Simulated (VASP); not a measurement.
Crystal: NaF.

```
Na F
1.0
     0.00000    2.23062    2.32370
     2.23062    0.00000    2.32370
     2.23062    2.23062    0.00000
Na F
1 1
Direct
  0.00000 0.00000 0.00000
  0.50000 0.50000 0.50000
```

This cell differs from its parent crystal: epitaxial xy strain -2.9%.

Base run:

* Program: VASP 6.6.1
* Functional: PBE
* Potentials or basis: VASP PAW PBE potentials, release 64 (Na_pv, F)
* Cutoff: 600 eV
* k mesh: 10 × 10 × 10
* Occupations: fermi-dirac, width 0.02 eV
* Spin: no spin polarisation

Its results: band gap on the k mesh 6.71 eV; pressure 6.9 GPa.

Problem. The run is repeated on the same cell with these changes: functional from PBE to r2SCAN; cutoff from 600 eV to 660 eV; occupations from fermi-dirac, width 0.02 eV to gaussian, width 0.01 eV. What comes out?

Solution. Band gap on the k mesh 7.60 eV; pressure 2.3 GPa.

Caveats: the cell stands under pressure (at least some runs); the PAW data sets were made with another functional, which shifts forces and pressure a little (at least some runs).

A k mesh can miss the band edges.
